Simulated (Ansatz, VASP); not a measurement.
## Two plane-wave programs on ZnSe

The input POSCAR:

```
ZnSe
1.0
    0.0000000000      2.8324206805      2.8324206805
    2.8324206805      0.0000000000      2.8324206805
    2.8324206805      2.8324206805      0.0000000000
Zn Se
1 1
Direct
    0.0000000000      0.0000000000      0.0000000000
    0.2500000000      0.2500000000      0.2500000000
```

The input INCAR.step1:

```
PREC = Accurate
ENCUT = 520
EDIFF = 1E-5
ISMEAR = 0
SIGMA = 0.01
LREAL = F
LASPH = T
NELM = 80
ALGO = Normal
ISIF = 2
LWAVE = T
NBANDS = 16
GGA = PE
```

Contents of INCAR.step2:

```
PREC = Accurate
ENCUT = 520
EDIFF = 1E-6
ISMEAR = 0
SIGMA = 0.01
LREAL = F
LASPH = T
NELM = 80
ALGO = Normal
ISIF = 2
LWAVE = F
LCHARG = T
GGA = PE
LHFCALC = T
AEXX = 0.1
PRECFOCK = Normal
LELF = T
LVHAR = T
NBANDS = 16
ISTART = 1
```

KPOINTS

```
Automatic mesh
0
Gamma
  4 4 4
```

Input for Ansatz:

```yaml
crystal:
  lattice:
    - [0.0, 2.8324206805, 2.8324206805]
    - [2.8324206805, 0.0, 2.8324206805]
    - [2.8324206805, 2.8324206805, 0.0]
  atoms:
    - { symbol: Zn, position: [0.0, 0.0, 0.0] }
    - { symbol: Se, position: [0.25, 0.25, 0.25] }
kpoints:
  mp_grid: { grid: [4, 4, 4] }
hamiltonian:
  xc: { exchange: pbe, correlation: pbe, exx: { coeff: 0.1 } }
scf:
  occupations: { method: fixed }
  n_extra_bands: 4
output:
  forces: true
  stress: true
  eigenvalues: true
```

Alike in both runs: task single point; functional PBE-based global hybrid; k mesh 4 × 4 × 4; no spin polarisation.

```csv
,VASP,Ansatz
version,VASP 6.6.1,Ansatz 0.2.0
potentials or method,"VASP PAW PBE potentials, release 64 (Zn, Se)",plane waves
plane-wave cutoff (eV),520,420
occupations,"gaussian, width 0.01 eV",fixed
valence electrons in the cell,18,28
```

```csv
,VASP,Ansatz,Ansatz less VASP
gap on the k mesh at the Fermi level (eV),2.02,2.00,-0.018
pressure (GPa),2.1,2.0,-0.09
```

VASP's potentials were made for PBE, not for PBE-based global hybrid. VASP's potentials hold 18 valence electrons a cell and Ansatz's 28, so a difference there can come from the potentials and not from the codes. Ansatz's warnings: stress exchange threshold loose, stress scf threshold loose.

The k mesh is coarse, so the values compare programs but aren't converged.
